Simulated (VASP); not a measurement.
Input of a VASP 6.6.1 run:

Contents of POSCAR:

```
Nb
1.0
   -1.6965847559      1.6965847559      1.6965847559
    1.6965847559     -1.6965847559      1.6965847559
    1.6965847559      1.6965847559     -1.6965847559
Nb
1
Direct
    0.0000000000      0.0000000000      0.0000000000
```

Contents of INCAR.step1:

```
ALGO = Normal
EDIFF = 1E-5
ENCUT = 550
GGA = PE
GGA_COMPAT = F
ISMEAR = -1
LASPH = T
LCHARG = F
LREAL = F
LWAVE = T
NBANDS = 12
NELM = 120
PREC = Accurate
SIGMA = 0.05
```

The input INCAR.step2:

```
ALGO = Normal
EDIFF = 1E-6
ENCUT = 550
GGA_COMPAT = F
ISIF = 2
ISMEAR = -1
ISTART = 1
LASPH = T
LCHARG = F
LMIXTAU = T
LREAL = F
LWAVE = F
METAGGA = R2SCAN
NBANDS = 12
NELM = 120
PREC = Accurate
SIGMA = 0.05
```

File KPOINTS:

```
k-points
0
Gamma
  11 11 11
```

Potentials or basis: VASP PAW PBE potentials, release 64 (Nb_sv).

Launch:

```console
$ cat potpaw_PBE.64/Nb_sv/POTCAR > POTCAR
$ cp INCAR.step1 INCAR
$ mpirun -np 1 vasp_std > vasp.out
$ cp INCAR.step2 INCAR
$ mpirun -np 1 vasp_std > vasp.out
```

(1) What does it give for the band gap on the k mesh?

(2) What does it give for the pressure?

Results:

(1) zero (an odd number of electrons rules out a gap without spin polarisation).

(2) -12.1 GPa.

Caveat: the cell stands under tension; the PAW data sets were made with another functional, which shifts forces and pressure a little.
